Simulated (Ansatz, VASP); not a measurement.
## Ir in VASP and in Ansatz

Contents of INCAR:

```
ALGO = Normal
EDIFF = 1E-6
ENCUT = 500
GGA = PE
GGA_COMPAT = F
ISIF = 2
ISMEAR = -1
LASPH = T
LCHARG = F
LREAL = F
LWAVE = F
NBANDS = 10
NELM = 120
PREC = Accurate
SIGMA = 0.1
```

Contents of KPOINTS:

```
k-points
0
Gamma
  16 16 16
```

POSCAR

```
Ir
1.0
   -1.5347420318      1.5347420318      1.5347420318
    1.5347420318     -1.5347420318      1.5347420318
    1.5347420318      1.5347420318     -1.5347420318
Ir
1
Direct
    0.0000000000      0.0000000000      0.0000000000
```

Input for Ansatz:

```yaml
crystal:
  lattice:
    - [-1.5347420318, 1.5347420318, 1.5347420318]
    - [1.5347420318, -1.5347420318, 1.5347420318]
    - [1.5347420318, 1.5347420318, -1.5347420318]
  atoms:
    - { symbol: Ir, position: [0.0, 0.0, 0.0] }
hamiltonian:
  xc: pbe
  pseudopotentials:
    kind: paw
    azcp:
      Ir: "pseudopotentials/Ir.paw.azcp"
basis:
  ecutwfc: 420
  fft_grid_basis: typed
kpoints:
  mp_grid: { grid: [16, 16, 16], shift: [0, 0, 0] }
magnetization:
  spin_polarized: false
scf:
  occupations: { method: fermi_dirac, width: 0.1 }
  lower_state_search: "off"
output:
  stress: true
```

Alike in both runs: task single point; functional PBE; k mesh 16 × 16 × 16; occupations fermi-dirac, width 0.1 eV; no spin polarisation.

|  | VASP | Ansatz |
| --- | --- | --- |
| version | VASP 6.6.1 | Ansatz 0.2.0 |
| potentials or method | VASP PAW PBE potentials, release 64 (Ir), cutoff 500 eV | plane waves (420 eV) with PAW, scalar-relativistic |
| valence electrons in the cell | 9 | 17 |

VASP gave:

| Quantity | Value |
| --- | --- |
| pressure (GPa) | 14.6 |

Q: What did Ansatz give for the same quantities?

A: Pressure (GPa): 13.9.

VASP's potentials hold 9 valence electrons a cell and Ansatz's 17, so a difference there can come from the potentials and not from the codes.

Spin-orbit coupling is off throughout.
